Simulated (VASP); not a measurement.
Set up this calculation in VASP 6.6.1, as the native input.

| Property | Result |
| --- | --- |
| Task | single point |
| Functional | PBEsol |
| Potentials or basis | VASP PAW PBE potentials, release 64 (C) |
| Cutoff | 520 eV |
| k mesh | 18 × 18 × 6 |
| Occupations | gaussian, width 0.15 eV |
| Spin | no spin polarisation |
| Dipole correction | no |
| Further INCAR settings | ALGO = Normal; EDIFF = 1e-06; NBANDS = 16 |

The structure of C lies in POSCAR:

```
C
1.0
    1.2008278601     -2.0794772730      0.0000000000
    1.2008278601      2.0794772730      0.0000000000
    0.0000000000      0.0000000000      7.3778182888
C
4
Direct
    0.0833216498      0.9166783502      0.7498439858
    0.5833216498      0.4166783502      0.2501560142
    0.9166783502      0.0833216498      0.2501560142
    0.4166783502      0.5833216498      0.7498439858
```

This cell differs from its parent crystal: normal strain along x -0.0233, normal strain along y -0.0233.

One way to write it, as run:

INCAR

```
SYSTEM = C
  PREC = Accurate
  ENCUT = 520
  EDIFF = 1E-6
  ISMEAR = 0
  SIGMA = 0.15
  LREAL = .False.
  LASPH = .True.
  NELM = 80
  ALGO = Normal
  ISIF = 2
  LWAVE = .False.
  LCHARG = .False.
  GGA = PS
  NBANDS = 16
```

KPOINTS

```
regular mesh
0
Gamma
  18 18 6
  0 0 0
```

Potentials or basis: VASP PAW PBE potentials, release 64 (C).

The run is started by

```console
$ cat potpaw_PBE.64/C/POTCAR > POTCAR
$ mpirun -np 1 vasp_std > vasp.out
```

It gave:

The pressure is 20.7 GPa and the band gap on the k mesh is zero (filled and empty bands touch).

Caveat: the cell differs from its parent crystal (normal strain along x -0.0233, normal strain along y -0.0233); the stress differs along the axes, from -0 to 31 GPa; this functional lacks dispersion, which binds layers or chains, so the pressure and a relaxed spacing across them are unreliable; the PAW data sets were made with another functional, which shifts forces and pressure a little.

It took 2.5 min on 1 thread of Intel(R) Xeon(R) Platinum 8488C (Sapphire Rapids), with other jobs on the host, peak memory 0.26 GiB.
